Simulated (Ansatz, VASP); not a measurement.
**HfO2: VASP beside Ansatz**

```
Hf O
1.0
     0.00000   -4.83820    0.00000
     0.00000    0.00000   -3.22035
     9.67641   -3.87056    0.00000
Hf O
4 8
Direct
  0.63900 0.00000 0.45125
  0.23900 0.00000 0.95125
  0.33900 0.50000 0.20125
  0.93900 0.50000 0.70125
  0.15595 0.50000 0.04871
  0.75595 0.50000 0.54871
  0.61189 0.00000 0.10379
  0.21189 0.00000 0.60379
  0.06611 0.00000 0.29871
  0.66611 0.00000 0.79871
  0.52205 0.50000 0.35379
  0.12205 0.50000 0.85379
```

Alike in both runs: task single point; functional r2SCAN; k mesh 5 × 7 × 3; occupations gaussian, width 0.05 eV; no spin polarisation.

|  | VASP | Ansatz |
| --- | --- | --- |
| version | VASP 6.6.1 | Ansatz 0.2.0 |
| potentials or method | VASP PAW PBE potentials, release 64 (Hf_pv, O), cutoff 520 eV | scalar-relativistic, plane waves, PAW |
| valence electrons in the cell | 88 | 152 |

Ansatz gave:

| Property | Result |
| --- | --- |
| gap on the k mesh at the Fermi level (eV) | 4.37 |
| least direct gap on the mesh (eV) | 4.49 |
| pressure (GPa) | 6.9 |
| traceless stress, the component that is largest in VASP (GPa) | -9.12 |
| rms of the force components (eV/Å) | 1.768 |

Estimate VASP's values.

gap on the k mesh at the Fermi level (eV): 4.36; least direct gap on the mesh (eV): 4.48; pressure (GPa): 3.9; traceless stress, the component that is largest in VASP (GPa): -8.73; rms of the force components (eV/Å): 1.772.

VASP's potentials were made for PBE, not for r2SCAN. Atom by atom the forces differ by 0.054 eV/Å (rms over components). VASP's potentials hold 88 valence electrons a cell and Ansatz's 152, so a difference there can come from the potentials and not from the codes.

Spin-orbit coupling is off throughout.
